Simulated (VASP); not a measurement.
Here is a VASP 6.6.1 calculation.

File INCAR:

```
SYSTEM = TlCu3I4
PREC     = Accurate       ! precision mode
ENCUT    = 520            ! plane-wave cutoff, eV
EDIFF    = 1E-6           ! SCF threshold, eV
ISMEAR   = -1             ! smearing method
SIGMA    = 0.03           ! smearing width, eV
LREAL    = .False.        ! projectors in reciprocal space
LASPH    = .True.         ! aspherical terms in the spheres
NELM     = 100            ! most SCF steps
ALGO     = Normal         ! electronic algorithm
ISIF     = 2              ! what is computed and relaxed
LWAVE    = .False.        ! write WAVECAR
LCHARG   = .False.        ! write CHGCAR
GGA      = PS             ! functional
NBANDS   = 47             ! bands
```

KPOINTS

```
Automatic mesh
0
Gamma
  4 4 4
  0 0 0
```

The input POSCAR:

```
TlCu3I4
1.0
    6.0794187536      0.0000000000      0.0000000000
    0.0000000000      6.0794187536      0.0000000000
    0.0000000000      0.0000000000      6.0794187536
Tl Cu I
1 3 4
Direct
    0.0000000000      0.0000000000      0.0000000000
    0.0000000000      0.5000000000      0.0000000000
    0.0000000000      0.0000000000      0.5000000000
    0.5000000000      0.0000000000      0.0000000000
    0.7134865516      0.2865134484      0.7134865516
    0.2865134484      0.7134865516      0.7134865516
    0.7134865516      0.7134865516      0.2865134484
    0.2865134484      0.2865134484      0.2865134484
```

Potentials or basis: VASP PAW PBE potentials, release 64 (Tl_d, Cu, I).

Command:

```console
$ cat potpaw_PBE.64/Tl_d/POTCAR potpaw_PBE.64/Cu/POTCAR potpaw_PBE.64/I/POTCAR > POTCAR
$ mpirun -np 1 vasp_std > vasp.out
```

(1) Predict the band gap on the k mesh.

(2) Predict the pressure.

(3) Predict the largest force.

## Answers

(1) 1.21 eV, indirect (least direct gap 1.83 eV).

(2) 0.1 GPa.

(3) 0.010 eV/Å.

Caveat: the PAW data sets were made with another functional, which shifts forces and pressure a little; spin-orbit coupling is left out, which moves the levels of the heavy elements.
